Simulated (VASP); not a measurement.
Here is a VASP 6.6.1 calculation.

INCAR

```
SYSTEM = Zn5CdS6
ALGO = Normal
EDIFF = 1E-6
ENCUT = 520
GGA = PE
ISIF = 2
ISMEAR = 0
LASPH = .TRUE.
LCHARG = .TRUE.
LELF = .TRUE.
LREAL = .FALSE.
LVHAR = .TRUE.
LWAVE = .FALSE.
NBANDS = 66
NELM = 100
PREC = Accurate
SIGMA = 0.1
```

The input KPOINTS:

```
k-points
0
G
  2 3 3
  0 0 0
```

POSCAR

```
Zn5CdS6
1.0
    0.0000000000      0.0000000000      6.3871778000
    6.7584826947      0.0000000289      0.0000000000
   -3.3792413723      5.8530176902      0.0000000000
Zn Cd S
5 1 6
Direct
    0.9996030000      0.6605510000      0.0000000000
    0.9996030000      0.3394490000      0.3394490000
    0.9996030000      0.0000000000      0.6605510000
    0.5003830000      0.6666666667      0.3333333333
    0.5003830000      0.3333333333      0.6666666667
    0.5007160000      0.0000000000      0.0000000000
    0.3689550000      0.6453990000      1.0000000000
    0.3689550000      0.3546010000      0.3546010000
    0.3689550000      0.0000000000      0.6453990000
    0.9007390000      0.0000000000      0.0000000000
    0.8710520000      0.6666666667      0.3333333333
    0.8710520000      0.3333333333      0.6666666667
```

Potentials or basis: VASP PAW PBE potentials, release 64 (Zn, Cd, S).

The run is started by

```console
$ cat potpaw_PBE.64/Zn/POTCAR potpaw_PBE.64/Cd/POTCAR potpaw_PBE.64/S/POTCAR > POTCAR
$ mpirun -np 1 vasp_std > vasp.out
```

Q: Predict the largest force.

A: 0.017 eV/Å.

Q: Estimate the band gap on the k mesh.

A: 1.84 eV.

Q: Estimate the pressure.

A: 0.2 GPa.

Forces on the atoms (eV/Å):
```
Zn  -0.003  0.000 -0.004
Zn   0.001  0.002 -0.004
Zn   0.001 -0.002 -0.004
Zn   0.000  0.000  0.014
Zn   0.000  0.000  0.014
Cd   0.000  0.000  0.005
S   -0.006  0.000 -0.013
S    0.003  0.005 -0.013
S    0.003 -0.005 -0.013
S    0.000  0.000  0.017
S    0.000  0.000  0.001
S    0.000  0.000  0.001
```

Caveat: the k points lie up to 0.49 Å⁻¹ apart.
